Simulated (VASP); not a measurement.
Here is a VASP 6.6.1 calculation.

INCAR

```
SYSTEM = Ge3Pd
PREC = Accurate
ENCUT = 520
EDIFF = 1E-6
ISMEAR = 0
SIGMA = 0.1
LREAL = .FALSE.
LASPH = .TRUE.
NELM = 80
ALGO = Normal
ISIF = 2
LWAVE = .FALSE.
LCHARG = .FALSE.
GGA = PE
NBANDS = 34
```

The input KPOINTS:

```
Automatic mesh
0
G
  6 6 6
  0 0 0
```

The input POSCAR:

```
Ge3Pd
1.0
    5.4708856273      0.0000000000      0.0000000000
   -2.7354428137      4.7379259344      0.0000000000
    0.0000000000      0.0000000000      2.8550085703
Ge Pd
3 1
Direct
    0.4013907932      0.0000000000      0.5000000000
    0.0000000000      0.4013907932      0.5000000000
    0.5986092068      0.5986092068      0.5000000000
    0.0000000000      0.0000000000      0.0000000000
```

Potentials or basis: VASP PAW PBE potentials, release 64 (Ge_d, Pd).

Launch:

```console
$ cat potpaw_PBE.64/Ge_d/POTCAR potpaw_PBE.64/Pd/POTCAR > POTCAR
$ mpirun -np 1 vasp_std > vasp.out
```

What does it give for the largest force?

0.012 eV/Å.

Estimate the band gap on the k mesh.

zero (bands 26 and 27 overlap by 2.47 eV).

Forces on the atoms (eV/Å):
```
Ge   0.012  0.000  0.000
Ge  -0.006  0.010  0.000
Ge  -0.006 -0.010  0.000
Pd   0.000  0.000  0.000
```

Caveat: the k points lie up to 0.37 Å⁻¹ apart, too coarse for converged energies and pressures of a metal.
